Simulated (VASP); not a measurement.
**Nb: single point with BLYP**

The system is Nb.

```
CELL_PARAMETERS angstrom
2.89572 0.00000 0.00000
-1.44786 2.50776 0.00000
0.00000 0.00000 5.35534
ATOMIC_POSITIONS crystal
Nb 0.33333 0.66667 0.25000
Nb 0.66667 0.33333 0.75000
```

* Program: VASP 6.6.1
* Task: single point
* Functional: BLYP
* Potentials or basis: VASP PAW PBE potentials, release 64 (Nb_sv)
* Cutoff: 520 eV
* k mesh: 12 × 12 × 7
* Occupations: fermi-dirac, width 0.1 eV
* Spin: no spin polarisation

| Property | Result |
| --- | --- |
| Pressure | -0.1 GPa |
| Band gap on the k mesh | zero (band 13 reaches 12.57 eV, above the bottom of band 14 at 10.32 eV) |

Levels at points of the mesh, in eV from the Fermi level:
```csv
k point,band 10,band 11,band 12,band 13,band 14,band 15,band 16,band 17
"(0.00, 0.00, 0.00)",-3.73,-1.06,0.30,0.30,0.48,0.68,0.68,2.46
"(0.50, 0.00, 0.00)",-3.14,-3.01,-0.54,0.28,0.37,0.76,4.06,5.16
```

Wall time 31 s on 1 thread of Intel(R) Xeon(R) Platinum 8488C (Sapphire Rapids) (shared host), peak memory 0.18 GiB.

Caveat: the PAW data sets were made with another functional, which shifts forces and pressure a little.
